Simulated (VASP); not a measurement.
# SrErAs3 (Pm-3m) in VASP: a series of runs

The runs below take SrErAs3 through single point, relaxation of cell and atoms, with PBE.

All numbers are computed with VASP 6.6.1; they aren't measurements. Logs are shortened: lines on timing, memory, paths and dates and some standing lists are left out, and cuts for length are marked.

### Step 1. The cell of the first run

It takes space group Pm-3m (No. 221, cubic). Conventional cell: a = 5.206 Å, b = 5.206 Å, c = 5.206 Å, α = 90.00°, β = 90.00°, γ = 90.00°. Within 3.4 Å of Sr (site symmetry m-3m) lie 6 As at 2.60 Å. Er (site symmetry m-3m) has 12 As at 3.68 Å and 8 Sr at 4.51 Å within 4.8 Å. Within 3.4 Å of As (site symmetry 4/mmm) lie 2 Sr at 2.60 Å.

The cell was built from a structure type or drawn by symmetry, and may not be a known phase.

### Step 2. Single point, PBE

Contents of INCAR:

```
SYSTEM = SrErAs3
ALGO     = Normal         ! electronic algorithm
EDIFF    = 1E-6           ! SCF threshold, eV
ENCUT    = 500            ! plane-wave cutoff, eV
GGA      = PE             ! functional
GGA_COMPAT= .FALSE.      
ISIF     = 2              ! what is computed and relaxed
ISMEAR   = 0              ! smearing method
LASPH    = .TRUE.         ! aspherical terms in the spheres
LCHARG   = .TRUE.         ! write CHGCAR
LELF     = .TRUE.         ! ELF
LMAXMIX  = 6              ! l up to which the mixer works
LREAL    = .FALSE.        ! projectors in reciprocal space
LVHAR    = .TRUE.       
LWAVE    = .FALSE.        ! write WAVECAR
NBANDS   = 25             ! bands
NELM     = 200            ! most SCF steps
PREC     = Accurate       ! precision mode
SIGMA    = 0.1            ! smearing width, eV
```

Contents of KPOINTS:

```
k-points
0
G
  4 4 4
  0 0 0
```

Contents of POSCAR:

```
SrErAs3
1.0
    5.2062189000      0.0000000000      0.0000000000
    0.0000000000      5.2062189000      0.0000000000
    0.0000000000      0.0000000000      5.2062189000
Sr Er As
1 1 3
Direct
    0.0000000000      0.0000000000      0.0000000000
    0.5000000000      0.5000000000      0.5000000000
    0.5000000000      0.0000000000      0.0000000000
    0.0000000000      0.5000000000      0.0000000000
    0.0000000000      0.0000000000      0.5000000000
```

Potentials or basis: VASP PAW PBE potentials, release 64 (Sr_sv, Er_3, As), 4f in core.

Launch:

```console
cat potpaw_PBE.64/Sr_sv/POTCAR potpaw_PBE.64/Er_3/POTCAR potpaw_PBE.64/As/POTCAR > POTCAR
mpirun -np 1 vasp_std > vasp.out
```

OUTCAR:

```text
SYSTEM = SrErAs3
   EDIFF = 1E-6
   ENCUT = 500
   GGA = PE
   ISIF = 2
   ISMEAR = 0
   LASPH = .TRUE.
   LREAL = .FALSE.
   NELM = 200
   PREC = Accurate

 ion  position               nearest neighbor table
   1  0.000  0.000  0.000-   3 2.60   4 2.60   5 2.60   5 2.60   4 2.60   3 2.60
   2  0.500  0.500  0.500-
   3  0.500  0.000  0.000-   1 2.60   1 2.60
   4  0.000  0.500  0.000-   1 2.60   1 2.60
   5  0.000  0.000  0.500-   1 2.60   1 2.60

  LATTYP: Found a simple cubic cell.
 ALAT       =     5.2062189000

  Lattice vectors:

 A1 = (   5.2062189000,   0.0000000000,   0.0000000000)
 A2 = (   0.0000000000,   5.2062189000,   0.0000000000)
 A3 = (   0.0000000000,   0.0000000000,   5.2062189000)

Analysis of symmetry for initial positions (statically):
=====================================================================
 Subroutine PRICEL returns:
 Original cell was already a primitive cell.

 Routine SETGRP: Setting up the symmetry group for a
 simple cubic supercell.

 Subroutine GETGRP returns: Found 48 space group operations
 (whereof 48 operations were pure point group operations)
 out of a pool of 48 trial point group operations.

The static configuration has the point symmetry O_h .

Analysis of symmetry for dynamics (positions and initial velocities):
=====================================================================
 Subroutine PRICEL returns:
 Original cell was already a primitive cell.

 Routine SETGRP: Setting up the symmetry group for a
 simple cubic supercell.

 Subroutine GETGRP returns: Found 48 space group operations
 (whereof 48 operations were pure point group operations)
 out of a pool of 48 trial point group operations.

The dynamic configuration has the point symmetry O_h .

 Subroutine INISYM returns: Found 48 space group operations
 (whereof 48 operations are pure point group operations),
 and found     1 'primitive' translations

----------------------------------------------------------------------------------------

                                     Primitive cell

  volume of cell :     141.1131

  direct lattice vectors                    reciprocal lattice vectors
     5.206218900  0.000000000  0.000000000     0.192077978  0.000000000  0.000000000
     0.000000000  5.206218900  0.000000000     0.000000000  0.192077978  0.000000000
     0.000000000  0.000000000  5.206218900     0.000000000  0.000000000  0.192077978

  length of vectors
     5.206218900  5.206218900  5.206218900     0.192077978  0.192077978  0.192077978

  position of ions in fractional coordinates (direct lattice)
     0.000000000  0.000000000  0.000000000
     0.500000000  0.500000000  0.500000000
     0.500000000  0.000000000  0.000000000
     0.000000000  0.500000000  0.000000000
     0.000000000  0.000000000  0.500000000

  ion indices of the primitive-cell ions
   primitive index   ion index
                 1           1
                 2           2
                 3           3
                 4           4
                 5           5

----------------------------------------------------------------------------------------

 KPOINTS: k-points

Automatic generation of k-mesh.
 Grid dimensions read from file:
 generate k-points for:    4    4    4

 Generating k-lattice:

  Cartesian coordinates                     Fractional coordinates (reciprocal lattice)
     0.048019495  0.000000000  0.000000000     0.250000000  0.000000000  0.000000000
     0.000000000  0.048019495  0.000000000     0.000000000  0.250000000  0.000000000
     0.000000000  0.000000000  0.048019495     0.000000000  0.000000000  0.250000000

  Length of vectors
     0.048019495  0.048019495  0.048019495

  Shift w.r.t. Gamma in fractional coordinates (k-lattice)
     0.000000000  0.000000000  0.000000000

 Subroutine IBZKPT returns following result:
 ===========================================

 Found     10 irreducible k-points:

 Following reciprocal coordinates:
            Coordinates               Weight
  0.000000  0.000000  0.000000      1.000000
  0.250000  0.000000  0.000000      6.000000
  0.500000  0.000000  0.000000      3.000000
  0.250000  0.250000  0.000000     12.000000
  0.500000  0.250000  0.000000     12.000000
  0.500000  0.500000  0.000000      3.000000
  0.250000  0.250000  0.250000      8.000000
  0.500000  0.250000  0.250000     12.000000
  0.500000  0.500000  0.250000      6.000000
  0.500000  0.500000  0.500000      1.000000
   k-points           NKPTS =     10   k-points in BZ     NKDIM =     10   number of bands    NBANDS=     25
   number of dos      NEDOS =    301   number of ions     NIONS =      5
   total plane-waves  NPLWV =  64000
   dimension x,y,z NGX =    40 NGY =   40 NGZ =   40
   dimension x,y,z NGXF=    80 NGYF=   80 NGZF=   80
   ions per type =               1   1   3
   NGX,Y,Z   is equivalent  to a cutoff of  12.77, 12.77, 12.77 a.u.
   NGXF,Y,Z  is equivalent  to a cutoff of  25.55, 25.55, 25.55 a.u.
 SYSTEM =  SrErAs3
   PREC   = accura    normal or accurate (medium, high low for compatibility)
   ISTART =      0    job   : 0-new  1-cont  2-samecut
   ICHARG =      2    charge: 1-file 2-atom 10-const
   ISPIN  =      1    spin polarized calculation?
   LNONCOLLINEAR =      F non collinear calculations
   LSORBIT =      F    spin-orbit coupling
   LASPH  =      T    aspherical Exc in radial PAW
   ENCUT  =  500.0 eV  36.75 Ry    6.06 a.u.   9.49  9.49  9.49*2*pi/ulx,y,z
   NELM   =    200;   NELMIN=  2; NELMDL= -5     # of ELM steps
   EDIFF  = 0.1E-05   stopping-criterion for ELM
   LREAL  =      F    real-space projection
   EDIFFG = 0.1E-04   stopping-criterion for IOM
   NSW    =      0    number of steps for IOM
   IBRION =     -1    ionic relax: 0-MD 1-quasi-New 2-CG
   NFREE  =      0    steps in history (QN), initial steepest desc. (CG)
   ISIF   =      2    stress and relaxation
   ISYM   =      2    0-nonsym 1-usesym 2-fastsym
   POTIM  = 0.5000    time-step for ionic-motion
   TEBEG  =    0.0;   TEEND  =   0.0 temperature during run
   PSTRESS=    0.0 pullay stress
   NELECT =      34.0000    total number of electrons
   NUPDOWN=      -1.0000    fix difference up-down
   EMIN   =  10.00;   EMAX   =-10.00  energy-range for DOS
   EFERMI =   0.00;   METHOD = LEGACY
   ISMEAR =     0;   SIGMA  =   0.10  broadening in eV -4-tet -1-fermi 0-gaus
   EFERMI_NEDOS =   21; number of points for ismear=-14 and -15
   IALGO  =     38    algorithm
   IMIX   =      4    mixing-type and parameters
     AMIX     =   0.40;   BMIX     =  1.00
     AMIX_MAG =   1.60;   BMIX_MAG =  1.00
  volume/ion in A,a.u.               =      28.22       190.46
  Fermi-wavevector in a.u.,A,eV,Ry     =   1.018698  1.925060 14.119381  1.037745
  Thomas-Fermi vector in A             =   2.152170
   LORBIT       =      0    0 simple, 1 ext, 2 COOP (PROOUT), +10 PAW based schemes
   GGA     = PE    functional components
   LHFCALC =     F    Hartree Fock is set to
   AEXX    =    0.0000 exact exchange contribution
   IVDW    =     0    specifies the selected vdW correction
   LEPSILON=     F    determine dielectric tensor
   LRPA    =     F    only Hartree local field effects (RPA)
 non-spin polarized calculation
 Gauss-broadening in eV      SIGMA  =   0.10
  energy-cutoff  :      500.00
  volume of cell :      141.11
 maximum number of plane-waves:      3695
 NGX is ok and might be reduce to    40
   NGX = 19   NGY = 19   NGZ = 19

 number of electron      33.9999995 magnetization

 Free energy of the ion-electron system (eV)
  ---------------------------------------------------
  ext. energy  EPLUGINS =         0.00000000
  ---------------------------------------------------
  free energy    TOTEN  =       -17.38237008 eV

  energy without entropy =      -17.36187437  energy(sigma->0) =      -17.37212223

 E-fermi :   3.0464     XC(G=0):  -9.2698

 val. band max:        3.0337616299   @ k =   0.5000   0.2500   0.0000
 cond. band min:       3.1907500024   @ k =   0.0000   0.0000   0.0000
 fundamental gap:      0.1569883725
 Fermi energy:         3.0463906587

 k-point     1 :       0.0000    0.0000    0.0000
  band No.  band energies     occupation
      1     -30.5626      2.00000
      2     -23.7088      2.00000
      3     -23.7088      2.00000
      4     -23.7088      2.00000
      5     -13.1701      2.00000
      6     -13.1701      2.00000
[... 17 lines left out ...]
     24       4.6674      0.00000
     25       4.6674      0.00000

 k-point     2 :       0.2500    0.0000    0.0000
  band No.  band energies     occupation
      1     -30.5625      2.00000
      2     -23.7101      2.00000
      3     -23.7087      2.00000
      4     -23.7087      2.00000
      5     -13.2861      2.00000
      6     -13.1665      2.00000
[... 17 lines left out ...]
     24       5.1600      0.00000
     25       5.1600      0.00000

 k-point     3 :       0.5000    0.0000    0.0000
  band No.  band energies     occupation
      1     -30.5623      2.00000
      2     -23.7114      2.00000
      3     -23.7085      2.00000
      4     -23.7085      2.00000
      5     -13.3929      2.00000
      6     -13.1630      2.00000
[... 17 lines left out ...]
     24       6.1332      0.00000
     25       6.1398      0.00000

 k-point     4 :       0.2500    0.2500    0.0000
  band No.  band energies     occupation
      1     -30.5623      2.00000
      2     -23.7100      2.00000
      3     -23.7100      2.00000
      4     -23.7085      2.00000
      5     -13.2837      2.00000
      6     -13.2788      2.00000
[... 17 lines left out ...]
     24       5.4190      0.00000
     25       6.1945      0.00000

 k-point     5 :       0.5000    0.2500    0.0000
  band No.  band energies     occupation
      1     -30.5622      2.00000
      2     -23.7113      2.00000
      3     -23.7098      2.00000
      4     -23.7084      2.00000
      5     -13.3871      2.00000
      6     -13.2765      2.00000
[... 17 lines left out ...]
     24       5.9780      0.00000
     25       6.2208      0.00000

 k-point     6 :       0.5000    0.5000    0.0000
  band No.  band energies     occupation
      1     -30.5620      2.00000
      2     -23.7112      2.00000
      3     -23.7112      2.00000
      4     -23.7083      2.00000
      5     -13.3813      2.00000
      6     -13.3813      2.00000
[... 17 lines left out ...]
     24       5.9591      0.00000
     25       6.0797      0.00000

 k-point     7 :       0.2500    0.2500    0.2500
  band No.  band energies     occupation
      1     -30.5622      2.00000
      2     -23.7099      2.00000
      3     -23.7098      2.00000
      4     -23.7098      2.00000
      5     -13.2808      2.00000
      6     -13.2749      2.00000
[... 17 lines left out ...]
     24       6.0319      0.00000
     25       6.0425      0.00000

 k-point     8 :       0.5000    0.2500    0.2500
  band No.  band energies     occupation
      1     -30.5620      2.00000
      2     -23.7111      2.00000
      3     -23.7097      2.00000
      4     -23.7097      2.00000
      5     -13.3822      2.00000
      6     -13.2740      2.00000
[... 17 lines left out ...]
     24       5.7848      0.00000
     25       5.9750      0.00000

 k-point     9 :       0.5000    0.5000    0.2500
  band No.  band energies     occupation
      1     -30.5619      2.00000
      2     -23.7110      2.00000
      3     -23.7110      2.00000
      4     -23.7095      2.00000
      5     -13.3772      2.00000
      6     -13.3772      2.00000
[... 17 lines left out ...]
     24       5.6096      0.00000
     25       5.6096      0.00000

 k-point    10 :       0.5000    0.5000    0.5000
  band No.  band energies     occupation
      1     -30.5618      2.00000
      2     -23.7108      2.00000
      3     -23.7108      2.00000
      4     -23.7108      2.00000
      5     -13.3730      2.00000
      6     -13.3730      2.00000
[... 17 lines left out ...]
     24       4.9938      0.00000
     25       4.9938      0.00000

------------------------ aborting loop because EDIFF is reached ----------------------------------------

  FORCE on cell =-STRESS in cart. coord.  units (eV):
  Direction    XX          YY          ZZ          XY          YZ          ZX
  --------------------------------------------------------------------------------------
  -------------------------------------------------------------------------------------
  Total        4.4450844      4.4450844      4.4450844     -0.0000000     -0.0000000      0.0000000
  in kB       50.4688393     50.4688393     50.4688393     -0.0000000     -0.0000000      0.0000000
  external PRESSURE =      50.4688393 kB  Pullay stress =       0.0000000 kB

 VOLUME and BASIS-vectors are now :
 -----------------------------------------------------------------------------
  energy-cutoff  :      500.00
  volume of cell :      141.11
      direct lattice vectors                 reciprocal lattice vectors
     5.206218900  0.000000000  0.000000000     0.192077978  0.000000000  0.000000000
     0.000000000  5.206218900  0.000000000     0.000000000  0.192077978  0.000000000
     0.000000000  0.000000000  5.206218900     0.000000000  0.000000000  0.192077978

 POSITION                                       TOTAL-FORCE (eV/Angst)
 -----------------------------------------------------------------------------------
      0.00000      0.00000      0.00000         0.000000      0.000000      0.000000
      2.60311      2.60311      2.60311         0.000000      0.000000      0.000000
      2.60311      0.00000      0.00000         0.000000      0.000000      0.000000
      0.00000      2.60311      0.00000         0.000000      0.000000      0.000000
      0.00000      0.00000      2.60311         0.000000      0.000000      0.000000
 -----------------------------------------------------------------------------------
    total drift:                               -0.000000      0.000000     -0.000000

  FREE ENERGIE OF THE ION-ELECTRON SYSTEM (eV)
  ---------------------------------------------------
  free  energy   TOTEN  =       -17.3823700778 eV

  energy  without entropy=      -17.3618743745  energy(sigma->0) =      -17.37212223
```

Run time: 34 s. Hardware: 1 thread of Intel Xeon 6975P-C (Granite Rapids), shared host; peak memory 0.25 GiB.

What came out:

```yaml
Free_energy: -17.3824 eV
Pressure: 5.0 GPa
Band_gap_on_the_k_mesh: zero (bands 17 and 18 overlap by 0.24 eV)
```

Caveat: the cell stands under pressure; spin-orbit coupling is left out, which moves the levels of the heavy elements; the 4f electrons are frozen in the core, so they carry no moment and show no levels. Spin polarisation is off, so any magnetic state and its effect on volume and gap are missing.

### Step 3. Single point, PBE

This run uses another cell than the first one, of 31.52 Å³/atom.

Contents of INCAR:

```
SYSTEM = SrErAs3
ALGO = Normal
EDIFF = 1E-6
ENCUT = 500
GGA = PE
GGA_COMPAT = .FALSE.
ISIF = 2
ISMEAR = 0
LASPH = .TRUE.
LCHARG = .FALSE.
LMAXMIX = 6
LREAL = .FALSE.
LWAVE = .FALSE.
NBANDS = 25
NELM = 200
PREC = Accurate
SIGMA = 0.1
```

KPOINTS is that of step 2.

Changes to POSCAR since step 2:

```diff
@@ -2,5 +2,5 @@
 1.0
-    5.2062189000      0.0000000000      0.0000000000
-    0.0000000000      5.2062189000      0.0000000000
-    0.0000000000      0.0000000000      5.2062189000
+    5.4016584283      0.0000000000      0.0000000000
+    0.0000000000      5.4016584283      0.0000000000
+    0.0000000000      0.0000000000      5.4016584283
 Sr Er As
```

Potentials or basis: VASP PAW PBE potentials, release 64 (Sr_sv, Er_3, As), 4f in core.

Launch:

```console
cat potpaw_PBE.64/Sr_sv/POTCAR potpaw_PBE.64/Er_3/POTCAR potpaw_PBE.64/As/POTCAR > POTCAR
mpirun -np 1 vasp_std > vasp.out
```

Run time: 36 s. Hardware: 1 thread of Intel Xeon 6975P-C (Granite Rapids), shared host; peak memory 0.25 GiB.

It converged, with:

```
Free energy            : -17.6241 eV
Pressure               : 0.1 GPa
Band gap on the k mesh : zero (bands 17 and 18 overlap by 0.17 eV)
```

Levels at points of the mesh, in eV from the Fermi level:
| k point | band 15 | band 16 | band 17 | band 18 | band 19 | band 20 |
| --- | --- | --- | --- | --- | --- | --- |
| (0.00, 0.00, 0.00) | -0.23 | -0.23 | -0.15 | 0.85 | 0.85 | 1.00 |
| (0.50, 0.00, 0.00) | -1.47 | -1.47 | -1.40 | 0.87 | 0.87 | 1.25 |
| (0.50, 0.50, 0.00) | -1.36 | -1.33 | -1.33 | 0.13 | 0.65 | 1.14 |
| (0.50, 0.50, 0.50) | -1.33 | -1.33 | -0.28 | 1.17 | 1.17 | 1.17 |

Caveat: spin-orbit coupling is left out, which moves the levels of the heavy elements; the 4f electrons are frozen in the core, so they carry no moment and show no levels.

(Part 1 of 2 ends here.)
